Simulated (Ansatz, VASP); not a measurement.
One calculation of K, two programs

```
CELL_PARAMETERS angstrom
4.76240 0.00000 0.00000
-2.38120 4.12436 0.00000
0.00000 0.00000 7.82997
ATOMIC_POSITIONS crystal
K 0.66667 0.33333 0.75000
K 0.33333 0.66667 0.25000
```

Alike in both runs: task single point; functional PBE; k mesh 7 × 7 × 4; occupations fermi-dirac, width 0.05 eV; no spin polarisation.

|  | VASP | Ansatz |
| --- | --- | --- |
| version | VASP 6.6.1 | Ansatz 0.2.0 |
| potentials or method | VASP PAW PBE potentials, release 64 (K_sv) | Ansatz PAW |
| plane-wave cutoff (eV) | 520 | 420 |
| valence electrons in the cell | 18 | 18 |

```tsv
	VASP	Ansatz	Ansatz less VASP
gap on the k mesh at the Fermi level (eV)	none	none	-
pressure (GPa)	-0.1	-0.1	+0.01
```

A gap of «none» marks a metal or a gap that the smearing closes. The functional is the same, so the differences come from potentials, cutoffs and numerics.
